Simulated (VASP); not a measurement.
Set up this calculation in VASP 6.6.1, as the native input.

| Item | Value |
| --- | --- |
| Task | single point |
| Functional | PBE |
| Potentials or basis | VASP PAW PBE potentials, release 64 (Ta_pv, Pb_d, O) |
| Cutoff | 520 eV |
| k mesh | 4 × 4 × 4 |
| Occupations | gaussian, width 0.2 eV |
| Spin | no spin polarisation |
| Dipole correction | no |
| Further INCAR settings | ALGO = Normal; EDIFF = 1e-06; NBANDS = 36 |

The structure of Ta2PbO3 lies in POSCAR:

```
Ta2PbO3
1.0
    6.6399044549      0.0000000000      0.0000000000
   -3.3199522274      5.7503259366      0.0000000000
    0.0000000000      0.0000000000      3.0184622456
Ta Pb O
2 1 3
Direct
    0.3333333333      0.6666666667      0.0000000000
    0.6666666667      0.3333333333      0.0000000000
    0.0000000000      0.0000000000      0.0000000000
    0.5000000000      0.0000000000      0.0000000000
    0.0000000000      0.5000000000      0.0000000000
    0.5000000000      0.5000000000      0.0000000000
```

The cell was built from a structure type or drawn by symmetry, and may not be a known phase.

These files were run (other wordings do the same):

INCAR

```
PREC = Accurate
ENCUT = 520
EDIFF = 1E-6
ISMEAR = 0
SIGMA = 0.2
LREAL = F
LASPH = T
NELM = 60
ALGO = Normal
ISIF = 2
LWAVE = F
LCHARG = T
GGA = PE
LELF = T
LVHAR = T
NBANDS = 36
```

KPOINTS

```
Automatic mesh
0
Gamma
  4 4 4
```

Potentials or basis: VASP PAW PBE potentials, release 64 (Ta_pv, Pb_d, O).

Command:

```bash
$ cat potpaw_PBE.64/Ta_pv/POTCAR potpaw_PBE.64/Pb_d/POTCAR potpaw_PBE.64/O/POTCAR > POTCAR
$ mpirun -np 1 vasp_std > vasp.out
```

Results of the run:

```json
{
  "Pressure": "0.7 GPa",
  "Band gap on the k mesh": "zero (bands 27 and 28 overlap by 0.83 eV)"
}
```

Caveat: the k points lie up to 0.52 Å⁻¹ apart, too coarse for converged energies and pressures of a metal; spin-orbit coupling is left out, which moves the levels of the heavy elements.

It took 45 s on 1 thread of Intel(R) Xeon(R) Platinum 8488C (Sapphire Rapids), on a shared host, peak memory 0.25 GiB.
